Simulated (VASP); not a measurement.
# Cu (Fm-3m) in VASP: single point with LDA

Aim: the single point of Cu with LDA.

Program: VASP 6.6.1. These are calculated values, not measurements. Logs are shortened: lines on timing, memory, paths and dates and some standing lists are left out, and cuts for length are marked.

## Step 1: The cell of the first run

The structure is cubic, space group Fm-3m (No. 225). Conventional cell: a = 3.518 Å, b = 3.518 Å, c = 3.518 Å, α = 90.00°, β = 90.00°, γ = 90.00°. Within 3.3 Å of Cu (site symmetry m-3m) lie 12 Cu at 2.49 Å.

## Step 2: Single point, LDA

INCAR reads:

```
SYSTEM = Cu
ALGO = Normal
EDIFF = 1E-6
ENCUT = 820
GGA = CA
GGA_COMPAT = .False.
ISIF = 2
ISMEAR = 1
LASPH = .True.
LCHARG = .False.
LREAL = .False.
LWAVE = .False.
NBANDS = 16
NELM = 120
PREC = Accurate
SIGMA = 1.0
```

KPOINTS reads:

```
k-points
0
Gamma
  15 15 15
  0 0 0
```

POSCAR reads:

```
Cu
1.0
    0.0000000000      1.7588202533      1.7588202533
    1.7588202533      0.0000000000      1.7588202533
    1.7588202533      1.7588202533      0.0000000000
Cu
1
Direct
    0.0000000000      0.0000000000      0.0000000000
```

Potentials or basis: VASP PAW LDA potentials, release 64 (Cu_sv_GW).

Run with:

```
$ cat potpaw_LDA.64/Cu_sv_GW/POTCAR > POTCAR
$ mpirun -np 1 vasp_std > vasp.out
```

OUTCAR:

```text
SYSTEM = Cu
   EDIFF = 1E-6
   ENCUT = 820
   GGA = CA
   ISIF = 2
   ISMEAR = 1
   LASPH = .True.
   LREAL = .False.
   NELM = 120
   PREC = Accurate

 ion  position               nearest neighbor table
   1  0.000  0.000  0.000-

  LATTYP: Found a face centered cubic cell.
 ALAT       =     3.5176405066

  Lattice vectors:

 A1 = (   0.0000000000,   1.7588202533,   1.7588202533)
 A2 = (   1.7588202533,   0.0000000000,   1.7588202533)
 A3 = (   1.7588202533,   1.7588202533,   0.0000000000)

Analysis of symmetry for initial positions (statically):
=====================================================================
 Subroutine PRICEL returns:
 Original cell was already a primitive cell.

 Routine SETGRP: Setting up the symmetry group for a
 face centered cubic supercell.

 Subroutine GETGRP returns: Found 48 space group operations
 (whereof 48 operations were pure point group operations)
 out of a pool of 48 trial point group operations.

The static configuration has the point symmetry O_h .

Analysis of symmetry for dynamics (positions and initial velocities):
=====================================================================
 Subroutine PRICEL returns:
 Original cell was already a primitive cell.

 Routine SETGRP: Setting up the symmetry group for a
 face centered cubic supercell.

 Subroutine GETGRP returns: Found 48 space group operations
 (whereof 48 operations were pure point group operations)
 out of a pool of 48 trial point group operations.

The dynamic configuration has the point symmetry O_h .

 Subroutine INISYM returns: Found 48 space group operations
 (whereof 48 operations are pure point group operations),
 and found     1 'primitive' translations

----------------------------------------------------------------------------------------

                                     Primitive cell

  volume of cell :      10.8816

  direct lattice vectors                    reciprocal lattice vectors
     0.000000000  1.758820253  1.758820253    -0.284281466  0.284281466  0.284281466
     1.758820253  0.000000000  1.758820253     0.284281466 -0.284281466  0.284281466
     1.758820253  1.758820253  0.000000000     0.284281466  0.284281466 -0.284281466

  length of vectors
     2.487347456  2.487347456  2.487347456     0.492389943  0.492389943  0.492389943

  position of ions in fractional coordinates (direct lattice)
     0.000000000  0.000000000  0.000000000

  ion indices of the primitive-cell ions
   primitive index   ion index
                 1           1

----------------------------------------------------------------------------------------

 KPOINTS: k-points

Automatic generation of k-mesh.
 Grid dimensions read from file:
 generate k-points for:   15   15   15

 Generating k-lattice:

  Cartesian coordinates                     Fractional coordinates (reciprocal lattice)
    -0.018952098  0.018952098  0.018952098     0.066666667  0.000000000  0.000000000
     0.018952098 -0.018952098  0.018952098     0.000000000  0.066666667  0.000000000
     0.018952098  0.018952098 -0.018952098     0.000000000  0.000000000  0.066666667

  Length of vectors
     0.032825996  0.032825996  0.032825996

  Shift w.r.t. Gamma in fractional coordinates (k-lattice)
     0.000000000  0.000000000  0.000000000

 Subroutine IBZKPT returns following result:
 ===========================================

 Found    120 irreducible k-points:

 Following reciprocal coordinates:
            Coordinates               Weight
  0.000000  0.000000  0.000000      1.000000
  0.066667  0.000000  0.000000      8.000000
  0.133333  0.000000  0.000000      8.000000
  0.200000  0.000000  0.000000      8.000000
  0.266667  0.000000  0.000000      8.000000
  0.333333  0.000000  0.000000      8.000000
[... 16 lines left out ...]
  0.133333  0.133333  0.000000      6.000000
  0.200000  0.133333  0.000000     24.000000
 [... further k-points ...]
   k-points           NKPTS =    120   k-points in BZ     NKDIM =    120   number of bands    NBANDS=     16
   number of dos      NEDOS =    301   number of ions     NIONS =      1
   total plane-waves  NPLWV =  13824
   dimension x,y,z NGX =    24 NGY =   24 NGZ =   24
   dimension x,y,z NGXF=    48 NGYF=   48 NGZF=   48
   ions per type =               1
   NGX,Y,Z   is equivalent  to a cutoff of  16.04, 16.04, 16.04 a.u.
   NGXF,Y,Z  is equivalent  to a cutoff of  32.08, 32.08, 32.08 a.u.
 SYSTEM =  Cu
   PREC   = accura    normal or accurate (medium, high low for compatibility)
   ISTART =      0    job   : 0-new  1-cont  2-samecut
   ICHARG =      2    charge: 1-file 2-atom 10-const
   ISPIN  =      1    spin polarized calculation?
   LNONCOLLINEAR =      F non collinear calculations
   LSORBIT =      F    spin-orbit coupling
   LASPH  =      T    aspherical Exc in radial PAW
   ENCUT  =  820.0 eV  60.27 Ry    7.76 a.u.   5.81  5.81  5.81*2*pi/ulx,y,z
   NELM   =    120;   NELMIN=  2; NELMDL= -5     # of ELM steps
   EDIFF  = 0.1E-05   stopping-criterion for ELM
   LREAL  =      F    real-space projection
   EDIFFG = 0.1E-04   stopping-criterion for IOM
   NSW    =      0    number of steps for IOM
   IBRION =     -1    ionic relax: 0-MD 1-quasi-New 2-CG
   NFREE  =      0    steps in history (QN), initial steepest desc. (CG)
   ISIF   =      2    stress and relaxation
   ISYM   =      2    0-nonsym 1-usesym 2-fastsym
   POTIM  = 0.5000    time-step for ionic-motion
   TEBEG  =    0.0;   TEEND  =   0.0 temperature during run
   PSTRESS=    0.0 pullay stress
   NELECT =      19.0000    total number of electrons
   NUPDOWN=      -1.0000    fix difference up-down
   EMIN   =  10.00;   EMAX   =-10.00  energy-range for DOS
   EFERMI =   0.00;   METHOD = LEGACY
   ISMEAR =     1;   SIGMA  =   1.00  broadening in eV -4-tet -1-fermi 0-gaus
   EFERMI_NEDOS =   21; number of points for ismear=-14 and -15
   IALGO  =     38    algorithm
   IMIX   =      4    mixing-type and parameters
     AMIX     =   0.40;   BMIX     =  1.00
     AMIX_MAG =   1.60;   BMIX_MAG =  1.00
  volume/ion in A,a.u.               =      10.88        73.43
  Fermi-wavevector in a.u.,A,eV,Ry     =   1.971339  3.725290 52.874637  3.886176
  Thomas-Fermi vector in A             =   2.993881
   LORBIT       =      0    0 simple, 1 ext, 2 COOP (PROOUT), +10 PAW based schemes
   GGA     = CA    functional components
   LHFCALC =     F    Hartree Fock is set to
   AEXX    =    0.0000 exact exchange contribution
   IVDW    =     0    specifies the selected vdW correction
   LEPSILON=     F    determine dielectric tensor
   LRPA    =     F    only Hartree local field effects (RPA)
 non-spin polarized calculation
 Methfessel and Paxton  Order N= 1 SIGMA  =   1.00
  energy-cutoff  :      820.00
  volume of cell :       10.88
 maximum number of plane-waves:       590
   NGX = 11   NGY = 11   NGZ = 11

 number of electron      18.9999999 magnetization

 Free energy of the ion-electron system (eV)
  ---------------------------------------------------
  ext. energy  EPLUGINS =         0.00000000
  ---------------------------------------------------
  free energy    TOTEN  =        -4.84962240 eV

  energy without entropy =       -4.93423335  energy(sigma->0) =       -4.87782605

 E-fermi :   8.1662     XC(G=0): -14.3579

 val. band max:        8.0088676750   @ k =   0.4667   0.3333   0.0667
 cond. band min:       8.2187972836   @ k =   0.4667   0.4000   0.0667
 fundamental gap:      0.2099296087
 Fermi energy:         8.1661504148

 k-point     1 :       0.0000    0.0000    0.0000
  band No.  band energies     occupation
      1    -103.4088      2.00000
      2     -61.2858      2.00000
      3     -61.2858      2.00000
      4     -61.2858      2.00000
      5      -1.8017      2.00000
      6       4.9714      2.00006
[... 8 lines left out ...]
     15      37.2259      0.00000
     16      37.2259      0.00000

 k-point     2 :       0.0667    0.0000    0.0000
  band No.  band energies     occupation
      1    -103.4081      2.00000
      2     -61.2928      2.00000
      3     -61.2871      2.00000
      4     -61.2871      2.00000
      5      -1.6298      2.00000
      6       4.9312      2.00005
[... 8 lines left out ...]
     15      37.9580      0.00000
     16      37.9580      0.00000

 k-point     3 :       0.1333    0.0000    0.0000
  band No.  band energies     occupation
      1    -103.4054      2.00000
      2     -61.3116      2.00000
      3     -61.2899      2.00000
      4     -61.2899      2.00000
      5      -1.1235      2.00000
      6       4.8270      2.00002
[... 8 lines left out ...]
     15      39.1583      0.00000
     16      39.2823      0.00000

 k-point     4 :       0.2000    0.0000    0.0000
  band No.  band energies     occupation
      1    -103.4016      2.00000
      2     -61.3395      2.00000
      3     -61.2941      2.00000
      4     -61.2941      2.00000
      5      -0.3170      2.00000
      6       4.7093      2.00001
[... 8 lines left out ...]
     15      39.1830      0.00000
     16      39.1860      0.00000
[... 324 lines left out ...]
 k-point    22 :      -0.0667    0.0667    0.0000
  band No.  band energies     occupation
      1    -103.4064      2.00000
      2     -61.3021      2.00000
      3     -61.2909      2.00000
      4     -61.2874      2.00000
      5      -1.3464      2.00000
      6       4.8582      2.00003
[... 8 lines left out ...]
     15      37.4430      0.00000
     16      37.9832      0.00000

 k-point    23 :       0.1333    0.1333    0.0000
  band No.  band energies     occupation
      1    -103.4041      2.00000
      2     -61.3108      2.00000
      3     -61.2957      2.00000
      4     -61.2957      2.00000
      5      -0.9006      2.00000
      6       4.6895      2.00001
[... 8 lines left out ...]
     15      37.4487      0.00000
     16      40.9767      0.00000

 k-point    24 :       0.2000    0.1333    0.0000
  band No.  band energies     occupation
      1    -103.4013      2.00000
      2     -61.3291      2.00000
      3     -61.3007      2.00000
      4     -61.2994      2.00000
      5      -0.3084      2.00000
      6       4.5503      2.00000
[... 8 lines left out ...]
     15      35.6620      0.00000
     16      41.0699      0.00000

 [... further k-points ...]

------------------------ aborting loop because EDIFF is reached ----------------------------------------

  FORCE on cell =-STRESS in cart. coord.  units (eV):
  Direction    XX          YY          ZZ          XY          YZ          ZX
  --------------------------------------------------------------------------------------
  -------------------------------------------------------------------------------------
  Total       -0.1212530     -0.1212530     -0.1212530      0.0000000     -0.0000000      0.0000000
  in kB      -17.8528934    -17.8528934    -17.8528934      0.0000000     -0.0000000      0.0000000
  external PRESSURE =     -17.8528934 kB  Pullay stress =       0.0000000 kB

 VOLUME and BASIS-vectors are now :
 -----------------------------------------------------------------------------
  energy-cutoff  :      820.00
  volume of cell :       10.88
      direct lattice vectors                 reciprocal lattice vectors
     0.000000000  1.758820253  1.758820253    -0.284281466  0.284281466  0.284281466
     1.758820253  0.000000000  1.758820253     0.284281466 -0.284281466  0.284281466
     1.758820253  1.758820253  0.000000000     0.284281466  0.284281466 -0.284281466

 POSITION                                       TOTAL-FORCE (eV/Angst)
 -----------------------------------------------------------------------------------
      0.00000      0.00000      0.00000        -0.000000      0.000000      0.000000
 -----------------------------------------------------------------------------------
    total drift:                                0.000000      0.000000      0.000000

  FREE ENERGIE OF THE ION-ELECTRON SYSTEM (eV)
  ---------------------------------------------------
  free  energy   TOTEN  =        -4.8496223964 eV

  energy  without entropy=       -4.9342333541  energy(sigma->0) =       -4.87782605
```

Run time: 14 s. Hardware: 1 thread of Intel Xeon 6975P-C (Granite Rapids), shared host; peak memory 0.17 GiB.

What came out:

```yaml
Free_energy: -4.8496 eV
Pressure: -1.8 GPa
Band_gap_on_the_k_mesh: zero (an odd number of electrons rules out a gap without spin polarisation)
```

Caveat: so wide a smearing shifts energies and pressures.

The gap in the log of VASP goes by the Fermi energy; the results here count the filled bands.